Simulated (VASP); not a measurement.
Set up this calculation in VASP 6.6.1, as the native input.

- Task: single point
- Functional: r2SCAN
- Potentials or basis: VASP PAW PBE potentials, release 64 (Ba_sv, S)
- Cutoff: 520 eV
- k mesh: 12 × 12 × 12
- Occupations: fermi-dirac, width 0.1 eV
- Spin: no spin polarisation
- Dipole correction: no
- Further INCAR settings: ALGO = Normal; EDIFF = 1e-06; NBANDS = 15

BaS:

```xyz
2
Lattice="0.0000 3.2127 3.2127 3.2127 0.0000 3.2127 3.2127 3.2127 0.0000" Properties=species:S:1:pos:R:3 pbc="T T T"
Ba    0.0000    0.0000    0.0000
S     3.2127    3.2127    3.2127
```

One way to write it, as run:

POSCAR

```
BaS
1.0
    0.0000000000      3.2126960369      3.2126960369
    3.2126960369      0.0000000000      3.2126960369
    3.2126960369      3.2126960369      0.0000000000
Ba S
1 1
Direct
    0.0000000000      0.0000000000      0.0000000000
    0.5000000000      0.5000000000      0.5000000000
```

INCAR.step1

```
PREC     = Accurate       # precision mode
ENCUT    = 520            # plane-wave cutoff, eV
ISMEAR   = -1             # smearing method
SIGMA    = 0.1            # smearing width, eV
LREAL    = False          # projectors in reciprocal space
LASPH    = True           # aspherical terms in the spheres
NELM     = 60             # most SCF steps
NBANDS   = 15             # bands
GGA      = PE             # functional
ALGO     = Normal         # electronic algorithm
EDIFF    = 1E-4           # SCF threshold, eV
LWAVE    = True           # write WAVECAR
LCHARG   = False          # write CHGCAR
```

INCAR.step2

```
PREC     = Accurate       # precision mode
ENCUT    = 520            # plane-wave cutoff, eV
EDIFF    = 1E-6           # SCF threshold, eV
ISMEAR   = -1             # smearing method
SIGMA    = 0.1            # smearing width, eV
LREAL    = False          # projectors in reciprocal space
LASPH    = True           # aspherical terms in the spheres
NELM     = 60             # most SCF steps
ALGO     = Normal         # electronic algorithm
ISIF     = 2              # what is computed and relaxed
LWAVE    = False          # write WAVECAR
LCHARG   = True           # write CHGCAR
METAGGA  = R2SCAN         # meta-GGA
LMIXTAU  = True         
LELF     = True           # ELF
LVHAR    = True         
NBANDS   = 15             # bands
ISTART   = 1
```

KPOINTS

```
regular mesh
0
Gamma
  12 12 12
```

Potentials or basis: VASP PAW PBE potentials, release 64 (Ba_sv, S).

Run with:

```sh
$ cat potpaw_PBE.64/Ba_sv/POTCAR potpaw_PBE.64/S/POTCAR > POTCAR
$ cp INCAR.step1 INCAR
$ mpirun -np 1 vasp_std > vasp.out
$ cp INCAR.step2 INCAR
$ mpirun -np 1 vasp_std > vasp.out
```

Results of the run:

```yaml
Pressure: 0.5 GPa
Band_gap_on_the_k_mesh: 2.49 eV (least direct gap 2.64 eV)
```

Caveat: the PAW data sets were made with another functional, which shifts forces and pressure a little; spin-orbit coupling is left out, which moves the levels of the heavy elements.

It took 120 s on 1 thread of Intel(R) Xeon(R) 6975P-C (Granite Rapids) (shared host), peak memory 0.26 GiB.
